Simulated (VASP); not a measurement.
# MgCd3O4 (Pmmm) in VASP: notebook

The runs below take MgCd3O4 through single point, with PBE.

Everything below comes from runs of VASP 6.6.1. Logs are shortened: lines on timing, memory, paths and dates and some standing lists are left out, and cuts for length are marked.

## Step 1: The cell of the first run

It takes space group Pmmm (No. 47, orthorhombic). Conventional cell: a = 3.276 Å, b = 4.667 Å, c = 6.643 Å, α = 90.00°, β = 90.00°, γ = 90.00°. Within 2.9 Å of Mg (site symmetry mmm) lie 6 O at 2.21 to 2.33 Å. Within 3.0 Å of Cd (site symmetry mm2) lie 6 O at 2.31 to 2.36 Å. Cd (site symmetry mmm) has 6 O at 2.33 to 2.46 Å within 3.1 Å. Within 3.0 Å of O (site symmetry mmm) lie 4 Cd at 2.31 Å and 2 Mg at 2.33 Å. Within 3.0 Å of O (site symmetry mm2) lie 2 Mg at 2.21 Å and 4 Cd at 2.34 to 2.46 Å and 1 O at 2.97 Å. O (site symmetry mmm) has 6 Cd at 2.33 to 2.36 Å within 3.1 Å.

## Step 2: Single point, PBE

INCAR reads:

```
SYSTEM = MgCd3O4
ALGO     = Normal         ! electronic algorithm
EDIFF    = 1E-7           ! SCF threshold, eV
ENCUT    = 520            ! plane-wave cutoff, eV
GGA      = PE             ! functional
ISIF     = 2              ! what is computed and relaxed
ISMEAR   = 0              ! smearing method
LASPH    = .TRUE.         ! aspherical terms in the spheres
LCHARG   = .FALSE.        ! write CHGCAR
LREAL    = .FALSE.        ! projectors in reciprocal space
LWAVE    = .FALSE.        ! write WAVECAR
NBANDS   = 41             ! bands
NELM     = 60             ! most SCF steps
PREC     = Accurate       ! precision mode
SIGMA    = 0.1            ! smearing width, eV
```

KPOINTS reads:

```
k-points
0
G
  12 8 6
  0 0 0
```

POSCAR reads:

```
MgCd3O4
1.0
    3.2758852725      0.0000000000      0.0000000000
    0.0000000000      4.6667380012      0.0000000000
    0.0000000000      0.0000000000      6.6427251864
Mg Cd O
1 3 4
Direct
    0.0000000000      0.0000000000      0.0000000000
    0.5000000000      0.5000000000      0.2444542897
    0.0000000000      0.0000000000      0.5000000000
    0.5000000000      0.5000000000      0.7555457103
    0.0000000000      0.5000000000      0.0000000000
    0.5000000000      0.0000000000      0.2237178427
    0.0000000000      0.5000000000      0.5000000000
    0.5000000000      0.0000000000      0.7762821573
```

Potentials or basis: VASP PAW PBE potentials, release 64 (Mg, Cd, O).

Run with:

```sh
$ cat potpaw_PBE.64/Mg/POTCAR potpaw_PBE.64/Cd/POTCAR potpaw_PBE.64/O/POTCAR > POTCAR
$ mpirun -np 1 vasp_std > vasp.out
```

OUTCAR:

```text
SYSTEM = MgCd3O4
   EDIFF = 1E-7
   ENCUT = 520
   GGA = PE
   ISIF = 2
   ISMEAR = 0
   LASPH = .TRUE.
   LREAL = .FALSE.
   NELM = 60
   PREC = Accurate

 ion  position               nearest neighbor table
   1  0.000  0.000  0.000-   6 2.21   8 2.21   6 2.21   8 2.21   5 2.33   5 2.33   4 3.28   4 3.28
                             2 3.28   4 3.28   2 3.28   2 3.28   2 3.28   4 3.28   3 3.32   3 3.32
   2  0.500  0.500  0.244-   5 2.31   5 2.31   6 2.34   6 2.34   7 2.36   7 2.36   4 3.25   1 3.28
                             1 3.28   1 3.28   1 3.28   3 3.32   3 3.32   3 3.32   3 3.32   4 3.40
   3  0.000  0.000  0.500-   7 2.33   7 2.33   8 2.46   6 2.46   6 2.46   8 2.46   4 3.32   4 3.32
                             2 3.32   4 3.32   2 3.32   2 3.32   2 3.32   4 3.32   1 3.32   1 3.32
   4  0.500  0.500  0.756-   5 2.31   5 2.31   8 2.34   8 2.34   7 2.36   7 2.36   2 3.25   1 3.28
                             1 3.28   1 3.28   1 3.28   3 3.32   3 3.32   3 3.32   3 3.32   2 3.40
   5  0.000  0.500  0.000-   2 2.31   4 2.31   2 2.31   4 2.31   1 2.33   1 2.33
   6  0.500  0.000  0.224-   1 2.21   1 2.21   2 2.34   2 2.34   3 2.46   3 2.46
   7  0.000  0.500  0.500-   3 2.33   3 2.33   4 2.36   2 2.36   2 2.36   4 2.36
   8  0.500  0.000  0.776-   1 2.21   1 2.21   4 2.34   4 2.34   3 2.46   3 2.46

  LATTYP: Found a simple orthorhombic cell.
 ALAT       =     3.2758852725
 B/A-ratio  =     1.4245730888
 C/A-ratio  =     2.0277649044

  Lattice vectors:

 A1 = (   3.2758852725,   0.0000000000,   0.0000000000)
 A2 = (   0.0000000000,   4.6667380012,   0.0000000000)
 A3 = (   0.0000000000,   0.0000000000,   6.6427251864)

Analysis of symmetry for initial positions (statically):
=====================================================================
 Subroutine PRICEL returns:
 Original cell was already a primitive cell.

 Routine SETGRP: Setting up the symmetry group for a
 simple orthorhombic supercell.

 Subroutine GETGRP returns: Found  8 space group operations
 (whereof  8 operations were pure point group operations)
 out of a pool of  8 trial point group operations.

The static configuration has the point symmetry D_2h.

Analysis of symmetry for dynamics (positions and initial velocities):
=====================================================================
 Subroutine PRICEL returns:
 Original cell was already a primitive cell.

 Routine SETGRP: Setting up the symmetry group for a
 simple orthorhombic supercell.

 Subroutine GETGRP returns: Found  8 space group operations
 (whereof  8 operations were pure point group operations)
 out of a pool of  8 trial point group operations.

The dynamic configuration has the point symmetry D_2h.

 Subroutine INISYM returns: Found  8 space group operations
 (whereof  8 operations are pure point group operations),
 and found     1 'primitive' translations

----------------------------------------------------------------------------------------

                                     Primitive cell

  volume of cell :     101.5520

  direct lattice vectors                    reciprocal lattice vectors
     3.275885273  0.000000000  0.000000000     0.305260996  0.000000000  0.000000000
     0.000000000  4.666738001  0.000000000     0.000000000  0.214282439  0.000000000
     0.000000000  0.000000000  6.642725186     0.000000000  0.000000000  0.150540625

  length of vectors
     3.275885273  4.666738001  6.642725186     0.305260996  0.214282439  0.150540625

  position of ions in fractional coordinates (direct lattice)
     0.000000000  0.000000000  0.000000000
     0.500000000  0.500000000  0.244454290
     0.000000000  0.000000000  0.500000000
     0.500000000  0.500000000  0.755545710
     0.000000000  0.500000000  0.000000000
     0.500000000  0.000000000  0.223717843
     0.000000000  0.500000000  0.500000000
     0.500000000  0.000000000  0.776282157

  ion indices of the primitive-cell ions
   primitive index   ion index
                 1           1
                 2           2
                 3           3
                 4           4
                 5           5
                 6           6
                 7           7
                 8           8

----------------------------------------------------------------------------------------

 KPOINTS: k-points

Automatic generation of k-mesh.
 Grid dimensions read from file:
 generate k-points for:   12    8    6

 Generating k-lattice:

  Cartesian coordinates                     Fractional coordinates (reciprocal lattice)
     0.025438416  0.000000000  0.000000000     0.083333333  0.000000000  0.000000000
     0.000000000  0.026785305  0.000000000     0.000000000  0.125000000  0.000000000
     0.000000000  0.000000000  0.025090104     0.000000000  0.000000000  0.166666667

  Length of vectors
     0.025438416  0.026785305  0.025090104

  Shift w.r.t. Gamma in fractional coordinates (k-lattice)
     0.000000000  0.000000000  0.000000000

 Subroutine IBZKPT returns following result:
 ===========================================

 Found    140 irreducible k-points:

 Following reciprocal coordinates:
            Coordinates               Weight
  0.000000  0.000000  0.000000      1.000000
  0.083333  0.000000  0.000000      2.000000
  0.166667  0.000000  0.000000      2.000000
  0.250000  0.000000  0.000000      2.000000
  0.333333  0.000000  0.000000      2.000000
  0.416667  0.000000  0.000000      2.000000
[... 16 lines left out ...]
  0.083333  0.375000  0.000000      4.000000
  0.166667  0.375000  0.000000      4.000000
 [... further k-points ...]
   k-points           NKPTS =    140   k-points in BZ     NKDIM =    140   number of bands    NBANDS=     41
   number of dos      NEDOS =    301   number of ions     NIONS =      8
   total plane-waves  NPLWV =  43200
   dimension x,y,z NGX =    24 NGY =   36 NGZ =   50
   dimension x,y,z NGXF=    48 NGYF=   72 NGZF=  100
   ions per type =               1   3   4
   NGX,Y,Z   is equivalent  to a cutoff of  12.18, 12.82, 12.51 a.u.
   NGXF,Y,Z  is equivalent  to a cutoff of  24.36, 25.65, 25.03 a.u.
 SYSTEM =  MgCd3O4
   PREC   = accura    normal or accurate (medium, high low for compatibility)
   ISTART =      0    job   : 0-new  1-cont  2-samecut
   ICHARG =      2    charge: 1-file 2-atom 10-const
   ISPIN  =      1    spin polarized calculation?
   LNONCOLLINEAR =      F non collinear calculations
   LSORBIT =      F    spin-orbit coupling
   LASPH  =      T    aspherical Exc in radial PAW
   ENCUT  =  520.0 eV  38.22 Ry    6.18 a.u.   6.09  8.68 12.35*2*pi/ulx,y,z
   NELM   =     60;   NELMIN=  2; NELMDL= -5     # of ELM steps
   EDIFF  = 0.1E-06   stopping-criterion for ELM
   LREAL  =      F    real-space projection
   EDIFFG = 0.1E-05   stopping-criterion for IOM
   NSW    =      0    number of steps for IOM
   IBRION =     -1    ionic relax: 0-MD 1-quasi-New 2-CG
   NFREE  =      0    steps in history (QN), initial steepest desc. (CG)
   ISIF   =      2    stress and relaxation
   ISYM   =      2    0-nonsym 1-usesym 2-fastsym
   POTIM  = 0.5000    time-step for ionic-motion
   TEBEG  =    0.0;   TEEND  =   0.0 temperature during run
   PSTRESS=    0.0 pullay stress
   NELECT =      62.0000    total number of electrons
   NUPDOWN=      -1.0000    fix difference up-down
   EMIN   =  10.00;   EMAX   =-10.00  energy-range for DOS
   EFERMI =   0.00;   METHOD = LEGACY
   ISMEAR =     0;   SIGMA  =   0.10  broadening in eV -4-tet -1-fermi 0-gaus
   EFERMI_NEDOS =   21; number of points for ismear=-14 and -15
   IALGO  =     38    algorithm
   IMIX   =      4    mixing-type and parameters
     AMIX     =   0.40;   BMIX     =  1.00
     AMIX_MAG =   1.60;   BMIX_MAG =  1.00
  volume/ion in A,a.u.               =      12.69        85.66
  Fermi-wavevector in a.u.,A,eV,Ry     =   1.388809  2.624469 26.242796  1.928791
  Thomas-Fermi vector in A             =   2.512900
   LORBIT       =      0    0 simple, 1 ext, 2 COOP (PROOUT), +10 PAW based schemes
   GGA     = PE    functional components
   LHFCALC =     F    Hartree Fock is set to
   AEXX    =    0.0000 exact exchange contribution
   IVDW    =     0    specifies the selected vdW correction
   LEPSILON=     F    determine dielectric tensor
   LRPA    =     F    only Hartree local field effects (RPA)
 non-spin polarized calculation
 Gauss-broadening in eV      SIGMA  =   0.10
  energy-cutoff  :      520.00
  volume of cell :      101.55
 maximum number of plane-waves:      2772
   NGX = 13   NGY = 17   NGZ = 25

 number of electron      61.9999985 magnetization

 Free energy of the ion-electron system (eV)
  ---------------------------------------------------
  ext. energy  EPLUGINS =         0.00000000
  ---------------------------------------------------
  free energy    TOTEN  =       -34.58635817 eV

  energy without entropy =      -34.58581558  energy(sigma->0) =      -34.58608687

 E-fermi :   2.3686     XC(G=0): -11.3016

 val. band max:        2.2952380960   @ k =   0.0000   0.5000   0.0000
 cond. band min:       2.6586288437   @ k =   0.0833   0.0000   0.0000
 fundamental gap:      0.3633907478
 Fermi energy:         2.3685947117

 k-point     1 :       0.0000    0.0000    0.0000
  band No.  band energies     occupation
      1     -15.1839      2.00000
      2     -14.6459      2.00000
      3     -14.3791      2.00000
      4     -14.2602      2.00000
      5      -5.2344      2.00000
      6      -5.1726      2.00000
[... 33 lines left out ...]
     40      12.4771      0.00000
     41      12.7784      0.00000

 k-point     2 :       0.0833    0.0000    0.0000
  band No.  band energies     occupation
      1     -15.1529      2.00000
      2     -14.6398      2.00000
      3     -14.3717      2.00000
      4     -14.2567      2.00000
      5      -5.1913      2.00000
      6      -5.1006      2.00000
[... 33 lines left out ...]
     40      12.3775      0.00000
     41      12.4712      0.00000

 k-point     3 :       0.1667    0.0000    0.0000
  band No.  band energies     occupation
      1     -15.0658      2.00000
      2     -14.6231      2.00000
      3     -14.3514      2.00000
      4     -14.2477      2.00000
      5      -5.0772      2.00000
      6      -4.9085      2.00000
[... 33 lines left out ...]
     40      11.6254      0.00000
     41      12.4529      0.00000

 k-point     4 :       0.2500    0.0000    0.0000
  band No.  band energies     occupation
      1     -14.9421      2.00000
      2     -14.5971      2.00000
      3     -14.3234      2.00000
      4     -14.2395      2.00000
      5      -4.9956      2.00000
      6      -4.9612      2.00000
[... 825 lines left out ...]
     40      14.0865      0.00000
     41      14.1767      0.00000

 k-point    23 :       0.0833    0.3750    0.0000
  band No.  band energies     occupation
      1     -14.9194      2.00000
      2     -14.5878      2.00000
      3     -14.3550      2.00000
      4     -14.2700      2.00000
      5      -5.3163      2.00000
      6      -5.3106      2.00000
[... 33 lines left out ...]
     40      13.6749      0.00000
     41      13.8116      0.00000

 k-point    24 :       0.1667    0.3750    0.0000
  band No.  band energies     occupation
      1     -14.8503      2.00000
      2     -14.5473      2.00000
      3     -14.3465      2.00000
      4     -14.2506      2.00000
      5      -5.2790      2.00000
      6      -5.1972      2.00000
[... 33 lines left out ...]
     40      12.7545      0.00000
     41      13.0165      0.00000

 [... further k-points ...]

------------------------ aborting loop because EDIFF is reached ----------------------------------------

  FORCE on cell =-STRESS in cart. coord.  units (eV):
  Direction    XX          YY          ZZ          XY          YZ          ZX
  --------------------------------------------------------------------------------------
  -------------------------------------------------------------------------------------
  Total        0.5512612      0.6924813      0.6010514     -0.0000000      0.0000000      0.0000000
  in kB        8.6972030     10.9252210      9.4827391     -0.0000000      0.0000000      0.0000000
  external PRESSURE =       9.7017210 kB  Pullay stress =       0.0000000 kB

 VOLUME and BASIS-vectors are now :
 -----------------------------------------------------------------------------
  energy-cutoff  :      520.00
  volume of cell :      101.55
      direct lattice vectors                 reciprocal lattice vectors
     3.275885273  0.000000000  0.000000000     0.305260996  0.000000000  0.000000000
     0.000000000  4.666738001  0.000000000     0.000000000  0.214282439  0.000000000
     0.000000000  0.000000000  6.642725186     0.000000000  0.000000000  0.150540625

 POSITION                                       TOTAL-FORCE (eV/Angst)
 -----------------------------------------------------------------------------------
      0.00000      0.00000      0.00000         0.000000     -0.000000      0.000000
      1.63794      2.33337      1.62384         0.000000     -0.000000      0.013432
      0.00000      0.00000      3.32136         0.000000     -0.000000      0.000000
      1.63794      2.33337      5.01888         0.000000     -0.000000     -0.013432
      0.00000      2.33337      0.00000         0.000000     -0.000000      0.000000
      1.63794      0.00000      1.48610         0.000000     -0.000000     -0.064805
      0.00000      2.33337      3.32136         0.000000     -0.000000      0.000000
      1.63794      0.00000      5.15663         0.000000      0.000000      0.064805
 -----------------------------------------------------------------------------------
    total drift:                                0.000000     -0.000000      0.000000

  FREE ENERGIE OF THE ION-ELECTRON SYSTEM (eV)
  ---------------------------------------------------
  free  energy   TOTEN  =       -34.5863581682 eV

  energy  without entropy=      -34.5858155765  energy(sigma->0) =      -34.58608687
```

Run time: 7.5 min. Hardware: 1 thread of Intel Xeon Platinum 8259CL at 2.50GHz (Skylake/Cascade Lake), shared host; peak memory 0.55 GiB.

What came out:

```
Free energy            : -34.5864 eV
Pressure               : 1.0 GPa
Largest force          : 0.065 eV/Å
Band gap on the k mesh : zero (bands 31 and 32 overlap by 0.12 eV)
```

Forces in eV/Å, atoms in the order of the input:
```
Mg   0.000  0.000  0.000
Cd   0.000  0.000  0.013
Cd   0.000  0.000  0.000
Cd   0.000  0.000 -0.013
O    0.000  0.000  0.000
O    0.000  0.000 -0.065
O    0.000  0.000  0.000
O    0.000  0.000  0.065
```

Stress tensor (GPa, compression positive):
```
0.87 0.00 0.00
0.00 1.09 0.00
0.00 0.00 0.95
```

Levels at points of the mesh, in eV from the Fermi level:
```csv
k point,band 29,band 30,band 31,band 32,band 33,band 34
"(0.00, 0.00, 0.00)",-1.30,-1.23,-0.21,-0.19,3.58,5.22
"(0.50, 0.00, 0.00)",-1.98,-0.96,-0.22,3.62,3.87,4.97
"(0.00, 0.50, 0.00)",-1.01,-0.16,-0.07,3.23,3.45,4.54
"(0.50, 0.50, 0.00)",-0.82,-0.18,-0.10,4.12,4.42,5.68
"(0.00, 0.00, 0.50)",-1.31,-1.10,-0.67,1.86,2.50,5.03
"(0.50, 0.00, 0.50)",-1.90,-1.73,-1.47,3.95,4.73,5.00
"(0.00, 0.50, 0.50)",-0.90,-0.76,-0.50,3.59,3.76,4.64
"(0.50, 0.50, 0.50)",-1.19,-0.86,-0.57,5.13,5.84,6.13
```

Caveat: semilocal functionals underestimate gaps, so a narrow gap can read as zero.

## Step 3: Single point, PBE, collinear spin, ferromagnetic start

This run uses another cell than the first one, of 15.66 Å³/atom.

INCAR reads:

```
  ALGO = Normal
  EDIFF = 1E-7
  ENCUT = 520
  GGA = PE
  ISIF = 2
  ISMEAR = 0
  ISPIN = 2
  LASPH = T
  LCHARG = F
  LORBIT = 11
  LREAL = F
  LWAVE = F
  MAGMOM = 0 0 0 0 1 1 1 1
  NBANDS = 45
  NELM = 150
  PREC = Accurate
  SIGMA = 0.1
```

KPOINTS reads:

```
k-points
0
Gamma
  6 4 4
```

POSCAR reads:

```
MgCd3O4
1.0
    3.5378538500      0.0000000000      0.0000000000
    0.0000000000      5.0032808900      0.0000000000
    0.0000000000      0.0000000000      7.0757076900
Mg Cd O
1 3 4
Direct
    0.0000000000      0.0000000000      0.0000000000
    0.5000000000      0.5000000000      0.2500000000
    0.0000000000      0.0000000000      0.5000000000
    0.5000000000      0.5000000000      0.7500000000
    0.0000000000      0.5000000000      0.0000000000
    0.5000000000      0.0000000000      0.2500000000
    0.0000000000      0.5000000000      0.5000000000
    0.5000000000      0.0000000000      0.7500000000
```

Potentials or basis: VASP PAW PBE potentials, release 64 (Mg, Cd, O).

Run with:

```sh
$ cat potpaw_PBE.64/Mg/POTCAR potpaw_PBE.64/Cd/POTCAR potpaw_PBE.64/O/POTCAR > POTCAR
$ mpirun -np 1 vasp_std > vasp.out
```

It took 5.1 min on 1 thread of Intel Xeon Platinum 8488C (Sapphire Rapids), shared host; peak memory 0.47 GiB.

It converged, with:

```
Free energy                                           : -33.0347 eV
Pressure                                              : -16.0 GPa
Largest force                                         : 0.762 eV/Å
Band gap on the k mesh                                : zero (filled and empty bands overlap)
Net moment                                            : 0.00 μB per cell
Valence electrons inside the program's atomic spheres : Mg 0.21; Cd 10.12; O 4.86, 4.85 (each value once)
```

Forces in eV/Å, atoms in the order of the input:
```
Mg   0.000  0.000  0.000
Cd   0.000  0.000 -0.009
Cd   0.000  0.000  0.000
Cd   0.000  0.000  0.009
O    0.000  0.000  0.000
O    0.000  0.000 -0.762
O    0.000  0.000  0.000
O    0.000  0.000  0.762
```

Stress tensor (GPa, compression positive):
```
-15.85   0.00   0.00
  0.00 -16.06   0.00
  0.00   0.00 -16.04
```

Levels at points of the mesh, in eV from the Fermi level:
Spin up:
```tsv
k point	band 29	band 30	band 31	band 32	band 33	band 34
(0.00, 0.00, 0.00)	-0.78	-0.54	-0.54	-0.15	3.32	4.36
(0.50, 0.00, 0.00)	-1.46	-0.53	-0.15	2.97	3.64	4.36
(0.00, 0.50, 0.00)	-0.45	-0.11	-0.07	2.81	3.01	4.25
(0.50, 0.50, 0.00)	-0.41	-0.11	-0.07	4.25	4.31	4.79
(0.00, 0.00, 0.50)	-0.89	-0.55	-0.36	1.70	1.88	4.38
(0.50, 0.00, 0.50)	-1.11	-1.10	-1.03	3.88	3.94	3.97
(0.00, 0.50, 0.50)	-0.50	-0.49	-0.46	3.42	3.45	3.48
(0.50, 0.50, 0.50)	-0.53	-0.52	-0.51	5.39	5.39	5.41
```
Spin down:
```tsv
k point	band 27	band 28	band 29	band 30	band 31	band 32	band 33	band 34	band 35	band 36
(0.00, 0.00, 0.00)	-0.78	-0.78	-0.78	-0.54	-0.53	-0.15	3.32	4.36	4.69	7.50
(0.50, 0.00, 0.00)	-1.55	-1.55	-1.46	-0.53	-0.15	2.97	3.64	4.36	4.78	7.49
(0.00, 0.50, 0.00)	-1.03	-0.48	-0.45	-0.11	-0.07	2.81	3.01	4.25	4.31	5.91
(0.50, 0.50, 0.00)	-1.57	-0.44	-0.41	-0.11	-0.07	4.25	4.31	4.79	5.20	5.91
(0.00, 0.00, 0.50)	-1.02	-0.89	-0.89	-0.55	-0.36	1.70	1.88	4.38	5.18	7.34
(0.50, 0.00, 0.50)	-1.47	-1.46	-1.11	-1.10	-1.03	3.88	3.94	3.97	5.07	7.59
(0.00, 0.50, 0.50)	-0.62	-0.51	-0.50	-0.49	-0.46	3.42	3.45	3.48	3.86	7.59
(0.50, 0.50, 0.50)	-1.20	-1.17	-0.53	-0.52	-0.51	5.39	5.39	5.41	5.70	5.73
```

Caveat: the cell stands under tension; semilocal functionals underestimate gaps, so a narrow gap can read as zero.
